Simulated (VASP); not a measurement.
Set up this calculation in VASP 6.6.1, as the native input.

- Task: relaxation of cell and atoms
- Functional: PBE
- Potentials or basis: VASP PAW PBE potentials, release 64 (Sm_3, Mg, Al), 4f in core
- Cutoff: 600 eV
- k mesh: 6 × 6 × 6
- Occupations: gaussian, width 0.1 eV
- Spin: no spin polarisation
- Dipole correction: no
- Further INCAR settings: ALGO = Normal; EDIFF = 1e-07; IBRION = 2; EDIFFG = -0.01; NSW = 100; ISIF = 3

The structure of SmMg3Al lies in POSCAR:

```
SmMg3Al
1.0
    5.9574011945      0.0000000000      0.0000000000
    0.0000000000      5.9574011945      0.0000000000
    0.0000000000      0.0000000000      5.9574011945
Sm Mg Al
1 3 1
Direct
    0.0000000000      0.0000000000      0.0000000000
    0.0000000000      0.0000000000      0.5000000000
    0.5000000000      0.0000000000      0.0000000000
    0.0000000000      0.5000000000      0.0000000000
    0.5000000000      0.5000000000      0.5000000000
```

The cell was generated, and may not be a known phase.

One way to write it, as run:

INCAR

```
SYSTEM = SmMg3Al
PREC = Accurate ; ENCUT = 600
EDIFF = 1E-7 ; ISMEAR = 0
SIGMA = 0.1 ; LREAL = .FALSE.
LASPH = .TRUE. ; NELM = 200
ALGO = Normal ; ISIF = 3
LWAVE = .FALSE. ; LCHARG = .FALSE.
GGA = PE ; IBRION = 2
NSW = 100 ; EDIFFG = -0.01
GGA_COMPAT = .FALSE. ; NELMIN = 4
LMAXMIX = 6
```

KPOINTS

```
regular mesh
0
G
  6 6 6
  0 0 0
```

Potentials or basis: VASP PAW PBE potentials, release 64 (Sm_3, Mg, Al), 4f in core.

Command:

```bash
$ cat potpaw_PBE.64/Sm_3/POTCAR potpaw_PBE.64/Mg/POTCAR potpaw_PBE.64/Al/POTCAR > POTCAR
$ mpirun -np 1 vasp_std > vasp.out
```

It gave:

The relaxed volume is 42.35 Å³/atom, the relaxed cell is a = 5.961 Å, b = 5.961 Å, c = 5.961 Å, α = 90.00°, β = 90.00°, γ = 90.00° and the space group after relaxing (to 0.1 Å) is Pm-3m (No. 221). The energy gained by relaxing is 0.0 meV/atom and the ionic steps are 2. The pressure after relaxing is 0.0 GPa and the band gap on the k mesh is zero (bands 10 and 11 overlap by 1.29 eV).

Caveat: spin-orbit coupling is left out, which moves the levels of the heavy elements; the 4f electrons are frozen in the core, so they carry no moment and show no levels.

It took 63 s on 1 thread of Intel(R) Xeon(R) 6975P-C (Granite Rapids), with other jobs on the host, peak memory 0.38 GiB.
